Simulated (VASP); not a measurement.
Here is a VASP 6.6.1 calculation.

The input INCAR:

```
AGGAC = 1.0 ; AGGAX = 1.0
ALDAC = 0.0 ; ALDAX = 1.0
ALGO = Normal ; EDIFF = 1E-6
ENCUT = 520 ; GGA = B5
ISIF = 2 ; ISMEAR = -1
LASPH = True ; LCHARG = False
LREAL = False ; LWAVE = False
NBANDS = 12 ; NELM = 100
PREC = Accurate ; SIGMA = 0.1
```

File KPOINTS:

```
k-points
0
Gamma
  14 14 14
```

File POSCAR:

```
Cu
1.0
    2.3532984734      0.0000000000      0.0000000000
    0.0000000000      2.3532984734      0.0000000000
    0.0000000000      0.0000000000      2.3532984734
Cu
1
Direct
    0.0000000000      0.0000000000      0.0000000000
```

Potentials or basis: VASP PAW PBE potentials, release 64 (Cu).

Run with:

```sh
$ cat potpaw_PBE.64/Cu/POTCAR > POTCAR
$ mpirun -np 1 vasp_std > vasp.out
```

(1) Estimate the pressure.

Results:

(1) 15.3 GPa.

Caveat: the PAW data sets were made with another functional, which shifts forces and pressure a little.
